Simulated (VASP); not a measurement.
# Ti (Cmcm) in VASP: a series of runs

The runs below take Ti through single point, with r2SCAN.

Everything below comes from runs of VASP 6.6.1. Logs are shortened: lines on timing, memory, paths and dates and some standing lists are left out, and cuts for length are marked.

**1. The cell of the first run**

It takes space group Cmcm (No. 63, orthorhombic). Conventional cell: a = 2.950 Å, b = 5.110 Å, c = 4.686 Å, α = 90.00°, β = 90.00°, γ = 90.00°. Ti (site symmetry m2m) has 14 Ti at 2.80 to 3.77 Å within 3.8 Å.

**2. Single point, r2SCAN (atom 1 (Ti) moved by (-0.450, +0.000) A along y and z)**

Contents of POSCAR:

```
Ti
1.0
    2.9499978604      0.0000000000      0.0000000000
   -1.4749989302      2.5547730882      0.0000000000
    0.0000000000      0.0000000000      4.6860000000
Ti
2
Direct
    0.2452628894      0.4905257788      0.2500000000
    0.6666666667      0.3333333333      0.7500000000
```

Contents of INCAR.step1:

```
  PREC = Accurate
  ENCUT = 520
  ISMEAR = 0
  SIGMA = 0.15
  LREAL = F
  LASPH = T
  NELM = 60
  NBANDS = 19
  GGA = PE
  ALGO = Normal
  EDIFF = 1E-4
  LWAVE = T
  LCHARG = F
```

Contents of INCAR.step2:

```
  PREC = Accurate
  ENCUT = 520
  EDIFF = 1E-6
  ISMEAR = 0
  SIGMA = 0.15
  LREAL = F
  LASPH = T
  NELM = 60
  ALGO = Normal
  ISIF = 2
  LWAVE = F
  LCHARG = T
  METAGGA = R2SCAN
  LMIXTAU = T
  LELF = T
  LVHAR = T
  NBANDS = 19
  ISTART = 1
```

Contents of KPOINTS:

```
Automatic mesh
0
Gamma
  18 18 10
```

Potentials or basis: VASP PAW PBE potentials, release 64 (Ti_sv).

Launch:

```sh
$ cat potpaw_PBE.64/Ti_sv/POTCAR > POTCAR
$ cp INCAR.step1 INCAR
$ mpirun -np 1 vasp_std > vasp.out
$ cp INCAR.step2 INCAR
$ mpirun -np 1 vasp_std > vasp.out
```

OUTCAR:

```text
PREC = Accurate
   ENCUT = 520
   EDIFF = 1E-6
   ISMEAR = 0
   LREAL = F
   LASPH = T
   NELM = 60
   ISIF = 2
   METAGGA = R2SCAN
   ISTART = 1

 ion  position               nearest neighbor table
   1  0.245  0.491  0.250-   2 2.80   2 2.80   2 2.80   2 2.80
   2  0.667  0.333  0.750-   1 2.80   1 2.80   1 2.80   1 2.80

  LATTYP: Found a hexagonal cell.
 ALAT       =     2.9499978604
 C/A-ratio  =     1.5884757284

  Lattice vectors:

 A1 = (   2.9499978604,   0.0000000000,   0.0000000000)
 A2 = (  -1.4749989302,   2.5547730882,   0.0000000000)
 A3 = (   0.0000000000,   0.0000000000,   4.6860000000)

Analysis of symmetry for initial positions (statically):
=====================================================================
 Subroutine PRICEL returns:
 Original cell was already a primitive cell.

 Routine SETGRP: Setting up the symmetry group for a
 hexagonal supercell.

 Subroutine GETGRP returns: Found  8 space group operations
 (whereof  2 operations were pure point group operations)
 out of a pool of 24 trial point group operations.

The static configuration has the point symmetry C_1h.
 The point group associated with its full space group is D_2h.

Analysis of symmetry for dynamics (positions and initial velocities):
=====================================================================
 Subroutine PRICEL returns:
 Original cell was already a primitive cell.

 Routine SETGRP: Setting up the symmetry group for a
 hexagonal supercell.

 Subroutine GETGRP returns: Found  8 space group operations
 (whereof  2 operations were pure point group operations)
 out of a pool of 24 trial point group operations.

The dynamic configuration has the point symmetry C_1h.
 The point group associated with its full space group is D_2h.

 Subroutine INISYM returns: Found  8 space group operations
 (whereof  2 operations are pure point group operations),
 and found     1 'primitive' translations

----------------------------------------------------------------------------------------

                                     Primitive cell

  volume of cell :      35.3164

  direct lattice vectors                    reciprocal lattice vectors
     2.949997860  0.000000000  0.000000000     0.338983297  0.195712098  0.000000000
    -1.474998930  2.554773088  0.000000000     0.000000000  0.391424195  0.000000000
     0.000000000  0.000000000  4.686000000     0.000000000  0.000000000  0.213401622

  length of vectors
     2.949997860  2.949997860  4.686000000     0.391424195  0.391424195  0.213401622

  position of ions in fractional coordinates (direct lattice)
     0.245262889  0.490525779  0.250000000
     0.666666667  0.333333333  0.750000000

  ion indices of the primitive-cell ions
   primitive index   ion index
                 1           1
                 2           2

----------------------------------------------------------------------------------------

 KPOINTS: Automatic mesh

Automatic generation of k-mesh.
 Grid dimensions read from file:
 generate k-points for:   18   18   10

 Generating k-lattice:

  Cartesian coordinates                     Fractional coordinates (reciprocal lattice)
     0.018832405  0.010872894  0.000000000     0.055555556  0.000000000  0.000000000
     0.000000000  0.021745789  0.000000000     0.000000000  0.055555556  0.000000000
     0.000000000  0.000000000  0.021340162     0.000000000  0.000000000  0.100000000

  Length of vectors
     0.021745789  0.021745789  0.021340162

  Shift w.r.t. Gamma in fractional coordinates (k-lattice)
     0.000000000  0.000000000  0.000000000

 Subroutine IBZKPT returns following result:
 ===========================================

 Found    546 irreducible k-points:

 Following reciprocal coordinates:
            Coordinates               Weight
  0.000000  0.000000  0.000000      1.000000
  0.055556  0.000000  0.000000      4.000000
  0.000000  0.055556  0.000000      2.000000
  0.111111  0.000000  0.000000      4.000000
  0.000000  0.111111  0.000000      2.000000
  0.166667  0.000000  0.000000      4.000000
[... 16 lines left out ...]
 -0.055556  0.166667  0.000000      4.000000
 -0.166667  0.111111  0.000000      4.000000
 [... further k-points ...]
   k-points           NKPTS =    546   k-points in BZ     NKDIM =    546   number of bands    NBANDS=     19
   number of dos      NEDOS =    301   number of ions     NIONS =      2
   total plane-waves  NPLWV =  20736
   dimension x,y,z NGX =    24 NGY =   24 NGZ =   36
   dimension x,y,z NGXF=    48 NGYF=   48 NGZF=   72
   ions per type =               2
   NGX,Y,Z   is equivalent  to a cutoff of  13.53, 13.53, 12.77 a.u.
   NGXF,Y,Z  is equivalent  to a cutoff of  27.05, 27.05, 25.54 a.u.
 SYSTEM =  unknown system
   PREC   = accura    normal or accurate (medium, high low for compatibility)
   ISTART =      1    job   : 0-new  1-cont  2-samecut
   ICHARG =      0    charge: 1-file 2-atom 10-const
   ISPIN  =      1    spin polarized calculation?
   LNONCOLLINEAR =      F non collinear calculations
   LSORBIT =      F    spin-orbit coupling
   LASPH  =      T    aspherical Exc in radial PAW
   ENCUT  =  520.0 eV  38.22 Ry    6.18 a.u.   5.49  5.49  8.71*2*pi/ulx,y,z
   NELM   =     60;   NELMIN=  2; NELMDL=  0     # of ELM steps
   EDIFF  = 0.1E-05   stopping-criterion for ELM
   LREAL  =      F    real-space projection
   EDIFFG = 0.1E-04   stopping-criterion for IOM
   NSW    =      0    number of steps for IOM
   IBRION =     -1    ionic relax: 0-MD 1-quasi-New 2-CG
   NFREE  =      0    steps in history (QN), initial steepest desc. (CG)
   ISIF   =      2    stress and relaxation
   ISYM   =      2    0-nonsym 1-usesym 2-fastsym
   POTIM  = 0.5000    time-step for ionic-motion
   TEBEG  =    0.0;   TEEND  =   0.0 temperature during run
   PSTRESS=    0.0 pullay stress
   NELECT =      24.0000    total number of electrons
   NUPDOWN=      -1.0000    fix difference up-down
   EMIN   =  10.00;   EMAX   =-10.00  energy-range for DOS
   EFERMI =   0.00;   METHOD = LEGACY
   ISMEAR =     0;   SIGMA  =   0.15  broadening in eV -4-tet -1-fermi 0-gaus
   EFERMI_NEDOS =   21; number of points for ismear=-14 and -15
   IALGO  =     38    algorithm
   IMIX   =      4    mixing-type and parameters
     AMIX     =   0.40;   BMIX     =  1.00
     AMIX_MAG =   1.60;   BMIX_MAG =  1.00
  volume/ion in A,a.u.               =      17.66       119.16
  Fermi-wavevector in a.u.,A,eV,Ry     =   1.439306  2.719894 28.185854  2.071602
  Thomas-Fermi vector in A             =   2.558176
   LORBIT       =      0    0 simple, 1 ext, 2 COOP (PROOUT), +10 PAW based schemes
   METAGGA = R2SCAN    functional components
   LHFCALC =     F    Hartree Fock is set to
   AEXX    =    0.0000 exact exchange contribution
   IVDW    =     0    specifies the selected vdW correction
   LEPSILON=     F    determine dielectric tensor
   LRPA    =     F    only Hartree local field effects (RPA)
 non-spin polarized calculation
 Gauss-broadening in eV      SIGMA  =   0.15
  energy-cutoff  :      520.00
  volume of cell :       35.32
 maximum number of plane-waves:       980
 NGX is ok and might be reduce to    24
   NGX = 11   NGY = 11   NGZ = 17

 number of electron      24.0000000 magnetization

 Free energy of the ion-electron system (eV)
  ---------------------------------------------------
  ext. energy  EPLUGINS =         0.00000000
  ---------------------------------------------------
  free energy    TOTEN  =       -25.76227752 eV

  energy without entropy =      -25.72825276  energy(sigma->0) =      -25.74526514

 E-fermi :   8.0880     XC(G=0): -12.3085

 val. band max:        8.0860324820   @ k =   0.3889   0.1667   0.0000
 cond. band min:       8.0946656219   @ k =  -0.3333   0.1667   0.3000
 fundamental gap:      0.0086331399
 Fermi energy:         8.0880089956

 k-point     1 :       0.0000    0.0000    0.0000
  band No.  band energies     occupation
      1     -51.0118      2.00000
      2     -50.8654      2.00000
      3     -26.5669      2.00000
      4     -25.9753      2.00000
      5     -25.8783      2.00000
      6     -25.8635      2.00000
[... 11 lines left out ...]
     18      10.7378      0.00000
     19      10.9788      0.00000

 k-point     2 :       0.0556    0.0000    0.0000
  band No.  band energies     occupation
      1     -51.0086      2.00000
      2     -50.8644      2.00000
      3     -26.5592      2.00000
      4     -25.9861      2.00000
      5     -25.8852      2.00000
      6     -25.8689      2.00000
[... 11 lines left out ...]
     18      10.7427      0.00000
     19      10.9993      0.00000

 k-point     3 :       0.0000    0.0556    0.0000
  band No.  band energies     occupation
      1     -51.0092      2.00000
      2     -50.8638      2.00000
      3     -26.5624      2.00000
      4     -25.9789      2.00000
      5     -25.8982      2.00000
      6     -25.8717      2.00000
[... 11 lines left out ...]
     18      10.7878      0.00000
     19      11.1785      0.00000

 k-point     4 :       0.1111    0.0000    0.0000
  band No.  band energies     occupation
      1     -50.9991      2.00000
      2     -50.8614      2.00000
      3     -26.5365      2.00000
      4     -26.0186      2.00000
      5     -25.9070      2.00000
      6     -25.8874      2.00000
[... 11 lines left out ...]
     18      10.5913      0.00000
     19      11.1440      0.00000

 k-point     5 :       0.0000    0.1111    0.0000
  band No.  band energies     occupation
      1     -51.0018      2.00000
      2     -50.8589      2.00000
      3     -26.5492      2.00000
      4     -25.9894      2.00000
      5     -25.9492      2.00000
      6     -25.9016      2.00000
[... 11 lines left out ...]
     18      10.7698      0.00000
     19      11.7546      0.00000

 k-point     6 :       0.1667    0.0000    0.0000
  band No.  band energies     occupation
      1     -50.9844      2.00000
      2     -50.8573      2.00000
      3     -26.5000      2.00000
      4     -26.0710      2.00000
      5     -25.9538      2.00000
      6     -25.9179      2.00000
[... 11 lines left out ...]
     18      10.3472      0.00000
     19      11.2763      0.00000

 k-point     7 :       0.0000    0.1667    0.0000
  band No.  band energies     occupation
      1     -50.9905      2.00000
      2     -50.8516      2.00000
      3     -26.5289      2.00000
      4     -26.0228      2.00000
      5     -26.0053      2.00000
      6     -25.9512      2.00000
[... 11 lines left out ...]
     18      10.7123      0.00000
     19      12.2334      0.00000

 k-point     8 :       0.2222    0.0000    0.0000
  band No.  band energies     occupation
      1     -50.9655      2.00000
      2     -50.8528      2.00000
      3     -26.4516      2.00000
      4     -26.1377      2.00000
      5     -26.0280      2.00000
      6     -25.9473      2.00000
[... 256 lines left out ...]
 k-point    20 :       0.0556    0.0556    0.0000
  band No.  band energies     occupation
      1     -51.0036      2.00000
      2     -50.8611      2.00000
      3     -26.5503      2.00000
      4     -25.9947      2.00000
      5     -25.9227      2.00000
      6     -25.8860      2.00000
[... 11 lines left out ...]
     18      10.7059      0.00000
     19      11.3946      0.00000

 k-point    21 :      -0.1111    0.0556    0.0000
  band No.  band energies     occupation
      1     -51.0016      2.00000
      2     -50.8630      2.00000
      3     -26.5409      2.00000
      4     -26.0127      2.00000
      5     -25.8838      2.00000
      6     -25.8809      2.00000
[... 11 lines left out ...]
     18      10.8027      0.00000
     19      10.8107      0.00000

 k-point    22 :       0.1111    0.0556    0.0000
  band No.  band energies     occupation
      1     -50.9921      2.00000
      2     -50.8570      2.00000
      3     -26.5238      2.00000
      4     -26.0357      2.00000
      5     -25.9605      2.00000
      6     -25.9081      2.00000
[... 11 lines left out ...]
     18      10.4922      0.00000
     19      11.5078      0.00000

 k-point    23 :      -0.0556    0.1667    0.0000
  band No.  band energies     occupation
      1     -50.9942      2.00000
      2     -50.8551      2.00000
      3     -26.5335      2.00000
      4     -26.0114      2.00000
      5     -25.9861      2.00000
      6     -25.9221      2.00000
[... 11 lines left out ...]
     18      10.6649      0.00000
     19      11.8448      0.00000

 k-point    24 :      -0.1667    0.1111    0.0000
  band No.  band energies     occupation
      1     -50.9889      2.00000
      2     -50.8600      2.00000
      3     -26.5084      2.00000
      4     -26.0561      2.00000
      5     -25.9184      2.00000
      6     -25.9000      2.00000
[... 11 lines left out ...]
     18      10.5609      0.00000
     19      10.9606      0.00000

 [... further k-points ...]

------------------------ aborting loop because EDIFF is reached ----------------------------------------

  FORCE on cell =-STRESS in cart. coord.  units (eV):
  Direction    XX          YY          ZZ          XY          YZ          ZX
  --------------------------------------------------------------------------------------
  -------------------------------------------------------------------------------------
  Total        0.2629120     -1.5613066     -0.1520622      0.0000000      0.0000000      0.0000000
  in kB       11.9273698    -70.8308532     -6.8985158      0.0000000      0.0000000      0.0000000
  external PRESSURE =     -21.9339997 kB  Pullay stress =       0.0000000 kB

 VOLUME and BASIS-vectors are now :
 -----------------------------------------------------------------------------
  energy-cutoff  :      520.00
  volume of cell :       35.32
      direct lattice vectors                 reciprocal lattice vectors
     2.949997860  0.000000000  0.000000000     0.338983297  0.195712098  0.000000000
    -1.474998930  2.554773088  0.000000000     0.000000000  0.391424195  0.000000000
     0.000000000  0.000000000  4.686000000     0.000000000  0.000000000  0.213401622

 POSITION                                       TOTAL-FORCE (eV/Angst)
 -----------------------------------------------------------------------------------
      0.00000      1.25318      1.17150         0.000000      0.510638      0.000000
      1.47500      0.85159      3.51450         0.000000     -0.510638      0.000000
 -----------------------------------------------------------------------------------
    total drift:                                0.000000      0.000018      0.000000

  FREE ENERGIE OF THE ION-ELECTRON SYSTEM (eV)
  ---------------------------------------------------
  free  energy   TOTEN  =       -25.7622775195 eV

  energy  without entropy=      -25.7282527631  energy(sigma->0) =      -25.74526514
```

It took 16 min on 1 thread of AMD EPYC 7R13 (Zen 3), shared host; peak memory 0.37 GiB.

What came out:

- Free energy: -25.7623 eV
- Pressure: -2.2 GPa
- Largest force: 0.511 eV/Å
- Band gap on the k mesh: zero (bands 12 and 13 overlap by 1.01 eV)

Forces in eV/Å, atoms in the order of the input:
```
Ti   0.000  0.511  0.000
Ti   0.000 -0.511  0.000
```

Caveat: the cell differs from its parent crystal (atom 1 (Ti) moved by (-0.450, +0.000) A along y and z); the stress differs along the axes, from -7 to 1 GPa; the PAW data sets were made with another functional, which shifts forces and pressure a little.

**3. Single point, r2SCAN (atom 1 (Ti) moved by (+0.450, +0.000) A along y and z)**

POSCAR, as its differences from that of step 2:

```diff
@@ -8,3 +8,3 @@
 Direct
-    0.2452628894      0.4905257788      0.2500000000
+    0.4214037773      0.8428075545      0.2500000000
     0.6666666667      0.3333333333      0.7500000000
```

Contents of INCAR.step1:

```
PREC     = Accurate       # precision mode
ENCUT    = 520            # plane-wave cutoff, eV
ISMEAR   = 0              # smearing method
SIGMA    = 0.15           # smearing width, eV
LREAL    = False          # projectors in reciprocal space
LASPH    = True           # aspherical terms in the spheres
NELM     = 80             # most SCF steps
NBANDS   = 19             # bands
GGA      = PE             # functional
ALGO     = Normal         # electronic algorithm
EDIFF    = 1E-4           # SCF threshold, eV
LWAVE    = True           # write WAVECAR
LCHARG   = False          # write CHGCAR
```

Contents of INCAR.step2:

```
PREC     = Accurate       # precision mode
ENCUT    = 520            # plane-wave cutoff, eV
EDIFF    = 1E-7           # SCF threshold, eV
ISMEAR   = 0              # smearing method
SIGMA    = 0.15           # smearing width, eV
LREAL    = False          # projectors in reciprocal space
LASPH    = True           # aspherical terms in the spheres
NELM     = 80             # most SCF steps
ALGO     = Normal         # electronic algorithm
ISIF     = 2              # what is computed and relaxed
LWAVE    = False          # write WAVECAR
LCHARG   = True           # write CHGCAR
METAGGA  = R2SCAN         # meta-GGA
LMIXTAU  = True         
LELF     = True           # ELF
LVHAR    = True         
NBANDS   = 19             # bands
ISTART   = 1
```

Contents of KPOINTS:

```
regular mesh
0
Gamma
  18 18 10
```

Potentials or basis: VASP PAW PBE potentials, release 64 (Ti_sv).

Launch:

```sh
$ cat potpaw_PBE.64/Ti_sv/POTCAR > POTCAR
$ cp INCAR.step1 INCAR
$ mpirun -np 1 vasp_std > vasp.out
$ cp INCAR.step2 INCAR
$ mpirun -np 1 vasp_std > vasp.out
```

Run time: 23 min. Hardware: 1 thread of AMD EPYC 7R13 (Zen 3), shared host; peak memory 0.37 GiB.

The run converged. Its results:

```yaml
Free_energy: -25.7581 eV
Pressure: -3.0 GPa
Largest_force: 0.558 eV/Å
Band_gap_on_the_k_mesh: zero (bands 12 and 13 overlap by 1.21 eV)
```

Forces in eV/Å, atoms in the order of the input:
```
Ti   0.000 -0.558  0.000
Ti   0.000  0.558  0.000
```

Stress tensor (GPa, compression positive):
```
-9.52  0.00  0.00
 0.00  1.98  0.00
 0.00  0.00 -1.57
```

Levels at points of the mesh, in eV from the Fermi level:
```tsv
k point	band 10	band 11	band 12	band 13	band 14	band 15
(0.00, 0.00, 0.00)	-2.56	0.53	0.67	1.02	1.20	1.22
(0.50, 0.00, 0.00)	-2.10	-1.87	-0.61	1.01	1.08	1.60
(0.00, 0.50, 0.00)	-1.90	-0.78	-0.68	-0.54	0.86	0.97
(0.00, 0.00, 0.50)	-4.52	0.02	0.02	0.82	0.82	1.24
(0.50, 0.00, 0.50)	-2.39	-1.10	-1.10	1.10	1.10	2.62
(0.00, 0.50, 0.50)	-2.63	-0.60	-0.60	1.32	1.32	2.07
```

Caveat: the cell differs from its parent crystal (atom 1 (Ti) moved by (+0.450, +0.000) A along y and z); the stress differs along the axes, from -10 to 2 GPa; the PAW data sets were made with another functional, which shifts forces and pressure a little.
